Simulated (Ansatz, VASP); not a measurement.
One calculation of Ta, two programs

INCAR

```
PREC = Accurate
ENCUT = 500
EDIFF = 1E-6
ISMEAR = -1
SIGMA = 0.08
LREAL = F
LASPH = T
NELM = 120
ALGO = Normal
ISIF = 2
LWAVE = F
LCHARG = F
GGA = PE
NBANDS = 12
GGA_COMPAT = F
```

KPOINTS

```
regular mesh
0
Gamma
  14 14 14
```

The input POSCAR:

```
Ta
1.0
    2.2073156731      0.0000000000      0.0000000000
    0.0000000000      2.2073156731      0.0000000000
    0.0000000000      0.0000000000      2.2073156731
Ta
1
Direct
    0.0000000000      0.0000000000      0.0000000000
```

Input for Ansatz:

```yaml
crystal:
  lattice:
    - [2.2073156731, 0.0, 0.0]
    - [0.0, 2.2073156731, 0.0]
    - [0.0, 0.0, 2.2073156731]
  atoms:
    - { symbol: Ta, position: [0.0, 0.0, 0.0] }
kpoints:
  mp_grid: { grid: [14, 14, 14] }
scf:
  occupations: { method: fermi_dirac, width: 0.08 }
hamiltonian:
  xc: pbe
  pseudopotentials: { kind: nc }
output:
  forces: true
  stress: true
  eigenvalues: true
```

Change from the starting cell: volume scaled by 0.52, norm-conserving files.

Alike in both runs: task single point; functional PBE; k mesh 14 × 14 × 14; occupations fermi-dirac, width 0.08 eV; no spin polarisation.

```csv
,VASP,Ansatz
version,VASP 6.6.1,Ansatz 0.2.0
potentials or method,"VASP PAW PBE potentials, release 64 (Ta_pv)","norm-conserving pseudopotentials, scalar-relativistic"
plane-wave cutoff (eV),500,1000
valence electrons in the cell,11,27
```

```csv
,VASP,Ansatz,Ansatz less VASP
pressure (GPa),349.1,335.3,-13.85
```

Both programs put the cell under a high pressure, so it lies far from rest at this level. VASP's potentials hold 11 valence electrons a cell and Ansatz's 27, so a difference there can come from the potentials and not from the codes.

Spin-orbit coupling is off throughout. Noted on VASP's run: the cell as given lies far from equilibrium.
